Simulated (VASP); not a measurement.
## BN: single point with PBE

Crystal: BN.

```xyz
2
Lattice="0.0000 1.8048 1.8048 1.8048 0.0000 1.8048 1.8048 1.8048 0.0000" Properties=species:S:1:pos:R:3 pbc="T T T"
B     0.0000    0.0000    0.0000
N     0.9024    0.9024    0.9024
```

| Quantity | Value |
| --- | --- |
| Program | VASP 6.6.1 |
| Task | single point |
| Functional | PBE |
| Potentials or basis | VASP PAW PBE potentials, release 64 (B, N) |
| Cutoff | 600 eV |
| k mesh | 4 × 4 × 4 |
| Occupations | gaussian, width 0.01 eV |
| Spin | no spin polarisation |

* Pressure: 5.4 GPa
* Band gap on the k mesh: 4.44 eV, indirect (least direct gap 8.81 eV)

Levels at points of the mesh, in eV from the valence-band top:
| k point | band 1 | band 2 | band 3 | band 4 | band 5 | band 6 | band 7 | band 8 |
| --- | --- | --- | --- | --- | --- | --- | --- | --- |
| (0.00, 0.00, 0.00) | -20.30 | 0.00 | 0.00 | 0.00 | 8.81 | 8.81 | 8.81 | 10.41 |
| (0.50, 0.00, 0.00) | -16.05 | -10.75 | -1.95 | -1.95 | 10.19 | 10.71 | 10.71 | 15.30 |
| (0.50, 0.50, 0.00) | -14.68 | -8.96 | -4.94 | -4.94 | 4.44 | 9.23 | 17.98 | 17.98 |

Wall time 3.5 s on 1 thread of Intel(R) Xeon(R) Platinum 8259CL CPU @ 2.50GHz (Skylake/Cascade Lake), with other jobs on the host, peak memory 0.11 GiB.

Caveat: the k points lie up to 0.75 Å⁻¹ apart. PBE gaps usually lie below the measured ones, often by a third to a half.
